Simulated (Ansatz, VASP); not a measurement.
## Sn3PbSe4: VASP beside Ansatz

```xyz
8
Lattice="4.3213 -6.1112 0.0000 4.3213 6.1112 0.0000 0.0000 0.0000 4.3213" Properties=species:S:1:pos:R:3 pbc="T T T"
Sn    2.1606    3.0556    0.0000
Sn    0.0000    0.0000    2.1606
Sn    2.1606   -3.0556    0.0000
Pb    4.3213    0.0000    2.1606
Se    6.4819    0.0000    0.0000
Se    4.3213   -3.0556    2.1606
Se    2.1606    0.0000    0.0000
Se    4.3213    3.0556    2.1606
```

Alike in both runs: task single point; functional PBE; k mesh 4 × 4 × 4; occupations gaussian, width 0.1 eV; no spin polarisation.

|  | VASP | Ansatz |
| --- | --- | --- |
| version | VASP 6.6.1 | Ansatz 0.2.0 |
| potentials or method | VASP PAW PBE potentials, release 64 (Sn_d, Pb_d, Se), cutoff 520 eV | scalar-relativistic, plane waves, PAW |
| valence electrons in the cell | 80 | 120 |

VASP gave:

| Property | Result |
| --- | --- |
| gap on the k mesh at the Fermi level (eV) | 0.06 |
| least direct gap on the mesh (eV) | 0.06 |
| pressure (GPa) | -0.4 |
| rms of the force components (eV/Å) | 0.093 |

Problem. Which values does Ansatz return?

Solution. gap on the k mesh at the Fermi level (eV): 0.06; least direct gap on the mesh (eV): 0.06; pressure (GPa): -0.4; rms of the force components (eV/Å): 0.094.

Atom by atom the forces differ by 0.000 eV/Å (rms over components). The functional is the same, so the differences come from potentials, cutoffs and numerics. VASP's potentials hold 80 valence electrons a cell and Ansatz's 120, so a difference there can come from the potentials and not from the codes.

Neither program's run includes spin-orbit coupling.
